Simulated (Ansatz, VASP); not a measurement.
## WS2 in VASP and in Ansatz

```
W S
1.0
     3.22442    0.00000    0.00000
    -1.61221    2.79243    0.00000
     0.00000    0.00000   16.95342
W S
1 2
Cartesian
  0.0000 1.8616 0.0000
  1.6122 0.9308 15.3865
  1.6122 0.9308 1.5669
```

Change from the starting cell: strain +0.025 along x and y, +0.000 along z, atoms carried along.

Alike in both runs: task single point; functional PBEsol; k mesh 12 × 12 × 2; occupations gaussian, width 0.05 eV; no spin polarisation.

|  | VASP | Ansatz |
| --- | --- | --- |
| version | VASP 6.6.1 | Ansatz 0.2.0 |
| potentials or method | VASP PAW PBE potentials, release 64 (W_sv, S), cutoff 520 eV | scalar-relativistic, plane waves, PAW |
| valence electrons in the cell | 26 | 26 |

VASP gave:

* gap on the k mesh at the Fermi level (eV): 1.61
* least direct gap on the mesh (eV): 1.67
* rms of the force components (eV/Å): 0.245

Problem. What did Ansatz give for the same quantities?

Solution. gap on the k mesh at the Fermi level (eV): 1.59; least direct gap on the mesh (eV): 1.67; rms of the force components (eV/Å): 0.254.

VASP's potentials were made for PBE, not for PBEsol. Atom by atom the forces differ by 0.009 eV/Å (rms over components).

Neither program's run includes spin-orbit coupling.
